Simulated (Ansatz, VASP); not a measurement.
## AlRu in VASP and in Ansatz

The input POSCAR:

```
AlRu
1.0
    3.1502478974      0.0000000000      0.0000000000
    0.0000000000      2.8150009142      0.0000000000
    0.0000000000      0.0000000000      2.9826244058
Al Ru
1 1
Direct
    0.0000000000      0.0000000000      0.0000000000
    0.5000000000      0.5000000000      0.5000000000
```

File INCAR.step1:

```
PREC = Accurate
ENCUT = 520
ISMEAR = 0
SIGMA = 0.15
LREAL = False
LASPH = True
NELM = 80
NBANDS = 16
GGA = PE
ALGO = Normal
EDIFF = 1E-4
LWAVE = True
LCHARG = False
```

INCAR.step2

```
PREC = Accurate
ENCUT = 520
EDIFF = 1E-7
ISMEAR = 0
SIGMA = 0.15
LREAL = False
LASPH = True
NELM = 80
ALGO = Normal
ISIF = 2
LWAVE = False
LCHARG = False
METAGGA = R2SCAN
LMIXTAU = True
NBANDS = 16
ISTART = 1
```

Contents of KPOINTS:

```
regular mesh
0
Gamma
  20 20 20
```

Input for Ansatz:

```yaml
crystal:
  lattice:
    - [3.1502478974, 0.0, 0.0]
    - [0.0, 2.8150009142, 0.0]
    - [0.0, 0.0, 2.9826244058]
  atoms:
    - { symbol: Al, position: [0.0, 0.0, 0.0] }
    - { symbol: Ru, position: [0.5, 0.5, 0.5] }
basis:
  ecutwfc: 500
kpoints:
  mp_grid: { grid: [20, 20, 20] }
hamiltonian:
  xc: r2scan
scf:
  occupations: { method: gaussian, width: 0.15 }
output:
  forces: true
  stress: true
  eigenvalues: true
```

Change from the starting cell: strain +0.0562 x Voigt [1, -1, 0, 0, 0, 0], atoms carried along.

Alike in both runs: task single point; functional r2SCAN; k mesh 20 × 20 × 20; occupations gaussian, width 0.15 eV; no spin polarisation.

```csv
,VASP,Ansatz
version,VASP 6.6.1,Ansatz 0.2.0
potentials or method,"VASP PAW PBE potentials, release 64 (Al, Ru_pv), cutoff 520 eV","scalar-relativistic, plane waves, PAW"
valence electrons in the cell,17,19
```

Ansatz gave:

* gap on the k mesh at the Fermi level (eV): none
* pressure (GPa): 1.8
* traceless stress, the component that is largest in VASP (GPa): 11.89

**Question.** What did VASP give for the same quantities?

**Answer.** gap on the k mesh at the Fermi level (eV): none; pressure (GPa): 2.0; traceless stress, the component that is largest in VASP (GPa): 11.94.

VASP's potentials were made for PBE, not for r2SCAN. A gap of «none» marks a metal or a gap that the smearing closes. VASP's potentials hold 17 valence electrons a cell and Ansatz's 19, so a difference there can come from the potentials and not from the codes.
